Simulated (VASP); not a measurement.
A run of VASP 6.6.1 is set up as follows.

The input INCAR:

```
SYSTEM = HfPd2N4
ALGO = Normal ; EDIFF = 1E-6
ENCUT = 520 ; GGA = PE
ISIF = 2 ; ISMEAR = 0
LASPH = .TRUE. ; LCHARG = .TRUE.
LELF = .TRUE. ; LREAL = .FALSE.
LVHAR = .TRUE. ; LWAVE = .FALSE.
NBANDS = 63 ; NELM = 80
PREC = Accurate ; SIGMA = 0.15
```

KPOINTS

```
k-points
0
G
  3 3 3
  0 0 0
```

File POSCAR:

```
HfPd2N4
1.0
    0.0000000000      4.3872320084      4.3872320084
    4.3872320084      0.0000000000      4.3872320084
    4.3872320084      4.3872320084      0.0000000000
Hf Pd N
2 4 8
Direct
    0.5000000000      0.5000000000      0.5000000000
    0.7500000000      0.7500000000      0.7500000000
    0.6250000000      0.1250000000      0.1250000000
    0.1250000000      0.6250000000      0.1250000000
    0.1250000000      0.1250000000      0.6250000000
    0.1250000000      0.1250000000      0.1250000000
    0.3636917592      0.9089247224      0.3636917592
    0.9089247224      0.3636917592      0.3636917592
    0.3636917592      0.3636917592      0.9089247224
    0.3636917592      0.3636917592      0.3636917592
    0.8863082408      0.3410752776      0.8863082408
    0.3410752776      0.8863082408      0.8863082408
    0.8863082408      0.8863082408      0.8863082408
    0.8863082408      0.8863082408      0.3410752776
```

Potentials or basis: VASP PAW PBE potentials, release 64 (Hf_pv, Pd, N).

Launch:

```bash
$ cat potpaw_PBE.64/Hf_pv/POTCAR potpaw_PBE.64/Pd/POTCAR potpaw_PBE.64/N/POTCAR > POTCAR
$ mpirun -np 1 vasp_std > vasp.out
```

**Question.** Predict the largest force.

**Answer.** 0.056 eV/Å.

**Question.** What does it give for the pressure?

**Answer.** -1.3 GPa.

Forces in eV/Å, atoms in the order of the input:
```
Hf   0.000  0.000  0.000
Hf   0.000  0.000  0.000
Pd   0.000  0.000  0.000
Pd   0.000  0.000  0.000
Pd   0.000  0.000  0.000
Pd   0.000  0.000  0.000
N    0.033 -0.033  0.033
N   -0.033  0.033  0.033
N    0.033  0.033 -0.033
N   -0.033 -0.033 -0.033
N   -0.033  0.033 -0.033
N    0.033 -0.033 -0.033
N    0.033  0.033  0.033
N   -0.033 -0.033  0.033
```
